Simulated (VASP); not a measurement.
The system is GaBSb2.

```
CELL_PARAMETERS angstrom
3.99420 0.00000 0.00000
0.00000 3.99420 0.00000
0.00000 0.00000 5.80038
ATOMIC_POSITIONS crystal
B 0.00000 0.00000 0.00000
Sb 0.00000 0.50000 0.21729
Sb 0.50000 0.00000 0.78271
Ga 0.50000 0.50000 0.50000
```

Base run:

* Program: VASP 6.6.1
* Functional: PBE
* Potentials or basis: VASP PAW PBE potentials, release 64 (B, Sb, Ga_d)
* Cutoff: 520 eV
* k mesh: 6 × 6 × 4
* Occupations: fermi-dirac, width 0.02 eV
* Spin: no spin polarisation

Its results: band gap on the k mesh zero (bands 13 and 14 overlap by 0.18 eV); pressure 1.8 GPa; largest force 0.213 eV/Å.

The run is repeated on the same cell with these changes: functional from PBE to r2SCAN. What comes out?

Band gap on the k mesh zero (filled and empty bands overlap); pressure 0.2 GPa; largest force 0.017 eV/Å.

Caveats: semilocal functionals underestimate gaps, so a narrow gap can read as zero; spin-orbit coupling is left out, which moves the levels of the heavy elements; the PAW data sets were made with another functional, which shifts forces and pressure a little (at least some runs).
